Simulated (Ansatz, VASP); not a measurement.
**AlFe in VASP and in Ansatz**

Contents of INCAR:

```
PREC     = Accurate       # precision mode
ENCUT    = 520            # plane-wave cutoff, eV
EDIFF    = 1E-6           # SCF threshold, eV
ISMEAR   = -1             # smearing method
SIGMA    = 0.1            # smearing width, eV
LREAL    = F              # projectors in reciprocal space
LASPH    = T              # aspherical terms in the spheres
NELM     = 150            # most SCF steps
ALGO     = Normal         # electronic algorithm
ISIF     = 2              # what is computed and relaxed
LWAVE    = F              # write WAVECAR
LCHARG   = T              # write CHGCAR
ISPIN    = 2              # spin polarisation
MAGMOM   = 0 0 3 -3       # initial moments
LORBIT   = 11             # projections on sites
LMAXMIX  = 4              # l up to which the mixer works
GGA      = PE             # functional
LELF     = T              # ELF
LVHAR    = T            
NBANDS   = 23             # bands
```

KPOINTS

```
regular mesh
0
Gamma
  7 10 7
```

File POSCAR:

```
AlFe
1.0
    0.0000000000      2.9100000000      2.9100000000
    2.9100000000      0.0000000000      0.0000000000
    0.0000000000      2.9100000000     -2.9100000000
Al Fe
2 2
Direct
    0.0000000000      0.0000000000      0.0000000000
    0.5000000000      0.0000000000      0.5000000000
    0.5000000000      0.5000000000      0.0000000000
    0.0000000000      0.5000000000      0.5000000000
```

Input for Ansatz:

```yaml
crystal:
  lattice:
    - [0.0, 2.91, 2.91]
    - [2.91, 0.0, 0.0]
    - [0.0, 2.91, -2.91]
  atoms:
    - { symbol: Al, position: [0.0, 0.0, 0.0] }
    - { symbol: Al, position: [0.5, 0.0, 0.5] }
    - { symbol: Fe, position: [0.5, 0.5, 0.0], spin: 3.0 }
    - { symbol: Fe, position: [0.0, 0.5, 0.5], spin: -3.0 }
magnetization:
  spin_polarized: true
kpoints:
  mp_grid: { grid: [7, 10, 7] }
scf:
  occupations: { method: fermi_dirac, width: 0.1 }
  lower_state_search: "off"
hamiltonian:
  xc: pbe
  pseudopotentials: { kind: paw }
output:
  forces: true
  stress: true
  eigenvalues: true
  populations: true
  write_density: true
  write_potential: true
  elf: true
  volumetric_format: npy
```

Alike in both runs: task single point; functional PBE; k mesh 7 × 10 × 7; occupations fermi-dirac, width 0.1 eV; collinear spin.

|  | VASP | Ansatz |
| --- | --- | --- |
| version | VASP 6.6.1 | Ansatz 0.2.0 |
| potentials or method | VASP PAW PBE potentials, release 64 (Al, Fe) | PAW with Ansatz's default frozen-core files, scalar-relativistic |
| plane-wave cutoff (eV) | 520 | 420 |
| valence electrons in the cell | 22 | 38 |

|  | VASP | Ansatz | Ansatz less VASP |
| --- | --- | --- | --- |
| pressure (GPa) | -4.8 | -4.7 | +0.04 |
| traceless stress, the component that is largest in VASP (GPa) | -3.01 | -3.09 | -0.084 |
| net moment per atom (μB) | 0.00 | 0.00 | 0.000 |
| size of the moment on the site where the two differ most (μB) | 0.93 | 0.93 | -0.003 |

Site moments also hang on the region over which each program counts them. With one functional, cell and mesh, what is left measures potentials, basis and numerics. VASP's potentials hold 22 valence electrons a cell and Ansatz's 38, so a difference there can come from the potentials and not from the codes.
